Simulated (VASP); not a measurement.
BP: single point with LDA

BP:

```
B P
1.0
     0.00000    2.31350    2.31350
     2.31350    0.00000    2.31350
     2.31350    2.31350    0.00000
B P
1 1
Direct
  0.00000 0.00000 0.00000
  0.75000 0.75000 0.75000
```

This cell differs from its parent crystal: volume scaled by 1.06.

```yaml
Program: VASP 6.6.1
Task: single point
Functional: LDA
Potentials_or_basis: VASP PAW LDA potentials, release 64 (B, P)
Cutoff: 520 eV
k_mesh: 12 × 12 × 12
Occupations: fermi-dirac, width 0.08 eV
Spin: no spin polarisation
Dipole_correction: no
Further_INCAR_settings: ALGO = Normal; EDIFF = 1e-06; NBANDS = 11
```

* Pressure: -13.4 GPa
* Band gap on the k mesh: 1.25 eV, indirect (least direct gap 3.29 eV)

Levels at points of the mesh, in eV from the valence-band top:
| k point | band 1 | band 2 | band 3 | band 4 | band 5 | band 6 | band 7 | band 8 |
| --- | --- | --- | --- | --- | --- | --- | --- | --- |
| (0.00, 0.00, 0.00) | -14.89 | 0.00 | 0.00 | 0.00 | 3.29 | 3.29 | 3.29 | 6.50 |
| (0.50, 0.00, 0.00) | -11.77 | -8.60 | -1.68 | -1.68 | 3.43 | 4.63 | 4.63 | 9.71 |
| (0.50, 0.50, 0.00) | -10.36 | -8.19 | -3.90 | -3.90 | 1.40 | 1.60 | 11.46 | 11.46 |

Run time: 12 s on 1 thread of Intel Xeon 6975P-C (shared host), peak memory 0.14 GiB.

 A k mesh can miss the band edges.
